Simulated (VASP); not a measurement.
A run of VASP 6.6.1 is set up as follows.

The input POSCAR:

```
KZnF3
1.0
    4.0500000000      0.0101250000      0.0000000000
    0.0101250000      4.0500000000      0.0000000000
    0.0000000000      0.0000000000      4.0500000000
K Zn F
1 1 3
Direct
    0.0000000000      0.0000000000      0.0000000000
    0.5000000000      0.5000000000      0.5000000000
    0.5000000000      0.5000000000      0.0000000000
    0.0000000000      0.5000000000      0.5000000000
    0.5000000000      0.0000000000      0.5000000000
```

Contents of INCAR.step1:

```
SYSTEM = KZnF3
ALGO = Normal
EDIFF = 1E-4
ENCUT = 520
GGA = PE
ISMEAR = 0
LASPH = .True.
LCHARG = .False.
LREAL = .False.
LWAVE = .True.
NBANDS = 29
NELM = 80
PREC = Accurate
SIGMA = 0.05
```

Contents of INCAR.step2:

```
SYSTEM = KZnF3
ALGO = Normal
EDIFF = 1E-7
ENCUT = 520
ISIF = 2
ISMEAR = 0
ISTART = 1
LASPH = .True.
LCHARG = .False.
LMIXTAU = .True.
LREAL = .False.
LWAVE = .False.
METAGGA = R2SCAN
NBANDS = 29
NELM = 80
PREC = Accurate
SIGMA = 0.05
```

Contents of KPOINTS:

```
k-points
0
Gamma
  6 6 6
  0 0 0
```

Potentials or basis: VASP PAW PBE potentials, release 64 (K_sv, Zn, F).

The run is started by

```sh
$ cat potpaw_PBE.64/K_sv/POTCAR potpaw_PBE.64/Zn/POTCAR potpaw_PBE.64/F/POTCAR > POTCAR
$ cp INCAR.step1 INCAR
$ mpirun -np 1 vasp_std > vasp.out
$ cp INCAR.step2 INCAR
$ mpirun -np 1 vasp_std > vasp.out
```

**Question.** Predict the band gap on the k mesh.

**Answer.** 4.58 eV (least direct gap 6.55 eV).

**Question.** What does it give for the pressure?

**Answer.** 0.0 GPa.

Stress tensor (GPa, compression positive):
```
 0.03 -0.19  0.00
-0.19  0.03  0.00
 0.00  0.00  0.03
```

Caveat: the cell differs from its parent crystal (strain +0.0050 x Voigt [0, 0, 0, 0, 0, 1]); the PAW data sets were made with another functional, which shifts forces and pressure a little. A k mesh can miss the band edges.
